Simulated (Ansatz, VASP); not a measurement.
# Ge: VASP beside Ansatz

INCAR

```
SYSTEM = Ge
PREC = Accurate
ENCUT = 520
EDIFF = 1E-7
ISMEAR = 0
SIGMA = 0.15
LREAL = .False.
LASPH = .True.
NELM = 80
ALGO = Normal
ISIF = 2
LWAVE = .False.
LCHARG = .True.
GGA = PS
LELF = .True.
LVHAR = .True.
NBANDS = 13
```

The input KPOINTS:

```
Automatic mesh
0
Gamma
  24 24 22
  0 0 0
```

The input POSCAR:

```
Ge
1.0
    1.3618665307     -2.4817087226      0.0000000000
    1.3618665307      2.4817087226      0.0000000000
    0.0000000000      0.0000000000      2.6427277821
Ge
1
Direct
    0.5000000000      0.5000000000      0.0000000000
```

Input for Ansatz:

```yaml
crystal:
  lattice:
    - [1.3618665307, -2.4817087226, 0.0]
    - [1.3618665307, 2.4817087226, 0.0]
    - [0.0, 0.0, 2.6427277821]
  atoms:
    - { symbol: Ge, position: [0.5, 0.5, 0.0] }
basis:
  ecutwfc: 420
kpoints:
  mp_grid: { grid: [24, 24, 22] }
hamiltonian:
  xc: pbesol
scf:
  occupations: { method: gaussian, width: 0.15 }
output:
  forces: true
  stress: true
  eigenvalues: true
```

Change from the starting cell: strain -0.015 along x and y, +0.000 along z, atoms carried along.

Alike in both runs: task single point; functional PBEsol; k mesh 24 × 24 × 22; occupations gaussian, width 0.15 eV; no spin polarisation.

|  | VASP | Ansatz |
| --- | --- | --- |
| version | VASP 6.6.1 | Ansatz 0.2.0 |
| potentials or method | VASP PAW PBE potentials, release 64 (Ge_d), cutoff 520 eV | scalar-relativistic, plane waves, PAW |
| valence electrons in the cell | 14 | 14 |

VASP gave:

- gap on the k mesh at the Fermi level (eV): none
- pressure (GPa): 2.5
- traceless stress, the component that is largest in VASP (GPa): 2.73

Q: Estimate Ansatz's values.

A: gap on the k mesh at the Fermi level (eV): none; pressure (GPa): 2.6; traceless stress, the component that is largest in VASP (GPa): 2.71.

VASP's potentials were made for PBE, not for PBEsol. A gap of «none» marks a metal or a gap that the smearing closes.
